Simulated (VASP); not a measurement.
# WC (P-6m2) in VASP: further runs, part 2 of 2

VASP 6.6.1. Earlier steps stand in the parts before.

## (3) Single point, PBEsol

This run uses another cell than the first one, of 8.77 Å³/atom, 0.901 times its volume.

The input, INCAR:

```
PREC = Accurate
ENCUT = 520
EDIFF = 1E-6
ISMEAR = 0
SIGMA = 0.1
LREAL = F
LASPH = T
NELM = 60
ALGO = Normal
ISIF = 2
LWAVE = F
LCHARG = F
GGA = PS
NBANDS = 16
```

The input, KPOINTS:

```
regular mesh
0
Gamma
  18 18 16
```

The input, POSCAR:

```
WC
1.0
    2.7371954099      0.0000000000      0.0000000000
   -1.3685977050      2.3704807601      0.0000000000
    0.0000000000      0.0000000000      2.7043524750
W C
1 1
Direct
    0.0000000000      0.0000000000      0.0000000000
    0.6666666667      0.3333333333      0.5000000000
```

Potentials or basis: VASP PAW PBE potentials, release 64 (W_sv, C).

Run with:

```bash
$ cat potpaw_PBE.64/W_sv/POTCAR potpaw_PBE.64/C/POTCAR > POTCAR
$ mpirun -np 1 vasp_std > vasp.out
```

OUTCAR:

```text
PREC = Accurate
   ENCUT = 520
   EDIFF = 1E-6
   ISMEAR = 0
   LREAL = F
   LASPH = T
   NELM = 60
   ISIF = 2
   GGA = PS

 ion  position               nearest neighbor table
   1  0.000  0.000  0.000-   2 2.08   2 2.08   2 2.08   2 2.08   2 2.08   2 2.08
   2  0.667  0.333  0.500-   1 2.08   1 2.08   1 2.08   1 2.08   1 2.08   1 2.08

  LATTYP: Found a hexagonal cell.
 ALAT       =     2.7371954099
 C/A-ratio  =     0.9880012458

  Lattice vectors:

 A1 = (   2.7371954099,   0.0000000000,   0.0000000000)
 A2 = (  -1.3685977050,   2.3704807601,   0.0000000000)
 A3 = (   0.0000000000,   0.0000000000,   2.7043524750)

Analysis of symmetry for initial positions (statically):
=====================================================================
 Subroutine PRICEL returns:
 Original cell was already a primitive cell.

 Routine SETGRP: Setting up the symmetry group for a
 hexagonal supercell.

 Subroutine GETGRP returns: Found 12 space group operations
[... 153 lines left out ...]
   NGX = 11   NGY = 11   NGZ = 11

 number of electron      18.0000000 magnetization

 Free energy of the ion-electron system (eV)
  ---------------------------------------------------
  ext. energy  EPLUGINS =         0.00000000
  ---------------------------------------------------
  free energy    TOTEN  =       -23.12024032 eV

  energy without entropy =      -23.11858365  energy(sigma->0) =      -23.11941199

 E-fermi :  13.5480     XC(G=0): -14.8812

 val. band max:       13.5372889554   @ k =   0.4444  -0.0000   0.3750
 cond. band min:      13.5510062506   @ k =   0.0000   0.0000   0.0000
 fundamental gap:      0.0137172952
 Fermi energy:        13.5479689718

 k-point     1 :       0.0000    0.0000    0.0000
  band No.  band energies     occupation
      1     -60.1247      2.00000
      2     -24.1341      2.00000
      3     -23.8832      2.00000
      4     -23.8832      2.00000
      5      -2.2427      2.00000
      6       8.0704      2.00000
[... 433 lines left out ...]
      3     -24.3392      2.00000
      4     -23.9098      2.00000
      5       1.7935      2.00000
      6       5.8220      2.00000
[... 8 lines left out ...]
     15      29.5975      0.00000
     16      33.4595      0.00000

 [... further k-points ...]
[... 5 lines left out ...]
  --------------------------------------------------------------------------------------
  -------------------------------------------------------------------------------------
  Total       10.1465884     10.1465884     10.2116537     -0.0000000     -0.0000000     -0.0000000
  in kB      926.4566281    926.4566281    932.3975570     -0.0000000     -0.0000000     -0.0000000
  external PRESSURE =     928.4369377 kB  Pullay stress =       0.0000000 kB

 VOLUME and BASIS-vectors are now :
 -----------------------------------------------------------------------------
  energy-cutoff  :      520.00
  volume of cell :       17.55
      direct lattice vectors                 reciprocal lattice vectors
     2.737195410  0.000000000  0.000000000     0.365337453  0.210927677  0.000000000
    -1.368597705  2.370480760  0.000000000     0.000000000  0.421855354  0.000000000
     0.000000000  0.000000000  2.704352475     0.000000000  0.000000000  0.369774284

 POSITION                                       TOTAL-FORCE (eV/Angst)
 -----------------------------------------------------------------------------------
      0.00000      0.00000      0.00000        -0.000000      0.000000      0.000000
      1.36860      0.79016      1.35218         0.000000      0.000000      0.000000
 -----------------------------------------------------------------------------------
    total drift:                               -0.000000      0.000000      0.000000

  FREE ENERGIE OF THE ION-ELECTRON SYSTEM (eV)
  ---------------------------------------------------
  free  energy   TOTEN  =       -23.1202403227 eV

  energy  without entropy=      -23.1185836547  energy(sigma->0) =      -23.11941199
```

OSZICAR:

```text
N       E                     dE             d eps       ncg     rms          rms(c)
DAV:   1     0.107778051522E+03    0.10778E+03   -0.93330E+03 10688   0.128E+03
DAV:   2    -0.231335463179E+02   -0.13091E+03   -0.12673E+03 12616   0.343E+02
DAV:   3    -0.260112810562E+02   -0.28777E+01   -0.28696E+01 11808   0.483E+01
DAV:   4    -0.260231724129E+02   -0.11891E-01   -0.11891E-01 13744   0.347E+00
DAV:   5    -0.260232431441E+02   -0.70731E-04   -0.70733E-04 11888   0.251E-01    0.462E+01
DAV:   6    -0.231984213465E+02    0.28248E+01   -0.46888E+00 12736   0.246E+01    0.155E+01
DAV:   7    -0.231500764651E+02    0.48345E-01   -0.30874E-01 11248   0.430E+00    0.856E+00
DAV:   8    -0.231210337517E+02    0.29043E-01   -0.25005E-02 12480   0.120E+00    0.120E+00
DAV:   9    -0.231202651145E+02    0.76864E-03   -0.19309E-03 11680   0.314E-01    0.855E-02
DAV:  10    -0.231202430240E+02    0.22090E-04   -0.15241E-04 12376   0.139E-01    0.461E-02
DAV:  11    -0.231202406262E+02    0.23979E-05   -0.70655E-06 13240   0.275E-02    0.498E-03
DAV:  12    -0.231202403227E+02    0.30343E-06   -0.70556E-07  7000   0.822E-03
   1 F= -.23120240E+02 E0= -.23119412E+02  d E =-.165667E-02
```

stdout:

```text
POSCAR found type information on POSCAR W C
 POSCAR found :  2 types and       2 ions
 scaLAPACK will be used
 -----------------------------------------------------------------------------
|                                                                             |
|                                                                             |
|     You enforced a specific xc type in the INCAR file but a different       |
|     I HOPE YOU KNOW WHAT YOU ARE DOING!                                     |
|                                                                             |
 -----------------------------------------------------------------------------

 LDA part: xc-table for (Slater+PW92), standard interpolation
 POSCAR, INCAR and KPOINTS ok, starting setup
 FFT: planning ... GRIDC
 FFT: planning ... GRID_SOFT
 FFT: planning ... GRID
 WAVECAR not read
 entering main loop
```

Wall time 24 s (1 thread of Intel Xeon 6975P-C (Granite Rapids), shared host); peak memory 0.2 GiB.

Results:

```yaml
Free_energy: -23.1202 eV
Pressure: 92.8 GPa
Band_gap_on_the_k_mesh: zero (band 9 reaches 14.23 eV, above the bottom of band 10 at 12.64 eV)
```

Stress tensor (GPa, compression positive):
```
92.65  0.00  0.00
 0.00 92.65  0.00
 0.00  0.00 93.24
```

Caveat: the PAW data sets were made with another functional, which shifts forces and pressure a little; spin-orbit coupling is left out, which moves the levels of the heavy elements.

## (4) Single point, PBEsol

This run uses another cell than the first one, of 10.00 Å³/atom, 1.027 times its volume.

The input, INCAR:

```
  ALGO = Normal
  EDIFF = 1E-6
  ENCUT = 520
  GGA = PS
  ISIF = 2
  ISMEAR = 0
  LASPH = T
  LCHARG = F
  LREAL = F
  LWAVE = F
  NBANDS = 16
  NELM = 60
  PREC = Accurate
  SIGMA = 0.1
```

The input, KPOINTS:

```
k-points
0
Gamma
  18 18 14
```

The input, POSCAR:

```
WC
1.0
    2.8693472554      0.0000000000      0.0000000000
   -1.4346736277      2.4849276155      0.0000000000
    0.0000000000      0.0000000000      2.8061256401
W C
1 1
Direct
    0.0000000000      0.0000000000      0.0000000000
    0.6666666667      0.3333333333      0.5000000000
```

Run with:

```bash
$ cat potpaw_PBE.64/W_sv/POTCAR potpaw_PBE.64/C/POTCAR > POTCAR
$ mpirun -np 1 vasp_std > vasp.out
```

It took 24 s on 1 thread of Intel Xeon 6975P-C (Granite Rapids), shared host; peak memory 0.21 GiB.

It converged, with:

| Property | Result |
| --- | --- |
| Free energy | -23.8750 eV |
| Pressure | 13.4 GPa |
| Band gap on the k mesh | zero (band 9 reaches 12.11 eV, above the bottom of band 10 at 10.82 eV) |

Stress tensor (GPa, compression positive):
```
13.32  0.00  0.00
 0.00 13.32  0.00
 0.00  0.00 13.69
```

Levels at points of the mesh, in eV from the Fermi level:
| k point | band 6 | band 7 | band 8 | band 9 | band 10 | band 11 | band 12 | band 13 |
| --- | --- | --- | --- | --- | --- | --- | --- | --- |
| (0.00, 0.00, 0.00) | -4.56 | -3.48 | -3.48 | 0.10 | 3.39 | 3.39 | 5.84 | 5.84 |
| (0.50, 0.00, 0.00) | -7.21 | -3.81 | -3.77 | -0.45 | 2.43 | 4.77 | 5.17 | 7.07 |
| (0.00, 0.00, 0.50) | -8.92 | -2.09 | -2.09 | -0.65 | -0.65 | 3.80 | 4.63 | 4.63 |
| (0.50, 0.00, 0.50) | -6.71 | -4.50 | -4.27 | 0.35 | 4.69 | 5.59 | 6.99 | 9.60 |

Caveat: the PAW data sets were made with another functional, which shifts forces and pressure a little; spin-orbit coupling is left out, which moves the levels of the heavy elements.

## (5) Single point, PBEsol

This run uses another cell than the first one, of 10.19 Å³/atom, 1.046 times its volume.

The input, INCAR:

```
  PREC = Accurate
  ENCUT = 520
  EDIFF = 1E-7
  ISMEAR = 0
  SIGMA = 0.1
  LREAL = F
  LASPH = T
  NELM = 60
  ALGO = Normal
  ISIF = 2
  LWAVE = F
  LCHARG = F
  GGA = PS
  NBANDS = 16
```

The input, KPOINTS:

```
Automatic mesh
0
Gamma
  18 18 14
```

The input, POSCAR:

```
WC
1.0
    2.8882688423      0.0000000000      0.0000000000
   -1.4441344211      2.5013141904      0.0000000000
    0.0000000000      0.0000000000      2.8202497924
W C
1 1
Direct
    0.0000000000      0.0000000000      0.0000000000
    0.6666666667      0.3333333333      0.5000000000
```

Run with:

```bash
$ cat potpaw_PBE.64/W_sv/POTCAR potpaw_PBE.64/C/POTCAR > POTCAR
$ mpirun -np 1 vasp_std > vasp.out
```

Run time: 25 s. Hardware: 1 thread of Intel Xeon 6975P-C (Granite Rapids), shared host; peak memory 0.21 GiB.

Results (log left out):

```yaml
Free_energy: -23.8965 eV
Pressure: 5.4 GPa
Band_gap_on_the_k_mesh: zero (band 9 reaches 11.83 eV, above the bottom of band 10 at 10.58 eV)
```

Stress tensor (GPa, compression positive):
```
5.23 0.00 0.00
0.00 5.23 0.00
0.00 0.00 5.59
```

Levels at points of the mesh, in eV from the Fermi level:
| k point | band 7 | band 8 | band 9 | band 10 | band 11 | band 12 |
| --- | --- | --- | --- | --- | --- | --- |
| (0.00, 0.00, 0.00) | -3.41 | -3.41 | 0.12 | 3.31 | 3.31 | 5.76 |
| (0.50, 0.00, 0.00) | -3.70 | -3.68 | -0.44 | 2.39 | 4.65 | 5.04 |
| (0.00, 0.00, 0.50) | -2.05 | -2.05 | -0.62 | -0.62 | 3.76 | 4.58 |
| (0.50, 0.00, 0.50) | -4.41 | -4.22 | 0.33 | 4.56 | 5.46 | 6.83 |

Caveat: the PAW data sets were made with another functional, which shifts forces and pressure a little; spin-orbit coupling is left out, which moves the levels of the heavy elements.

## (6) The runs side by side

```tsv
cell	k mesh	gap on the mesh (eV)	pressure (GPa)
a = 2.842, b = 2.842, c = 2.785 Å, angles 90.0, 90.0, 120.0°, 2 atoms	18 × 18 × 14	none	26.6
a = 2.737, b = 2.737, c = 2.704 Å, angles 90.0, 90.0, 120.0°, 2 atoms	18 × 18 × 16	none	92.8
a = 2.869, b = 2.869, c = 2.806 Å, angles 90.0, 90.0, 120.0°, 2 atoms	18 × 18 × 14	none	13.4
a = 2.888, b = 2.888, c = 2.820 Å, angles 90.0, 90.0, 120.0°, 2 atoms	18 × 18 × 14	none	5.4
```

Alike in all rows: task single point; level PBEsol; potentials or basis VASP PAW PBE potentials, release 64 (W_sv, C); no spin polarisation; cutoff (eV) 520; smearing gaussian 0.1 eV.

Caveats: the PAW data sets were made with another functional, which shifts forces and pressure a little; spin-orbit coupling is left out, which moves the levels of the heavy elements.

Absolute energies hang on the potentials; compare differences alone.
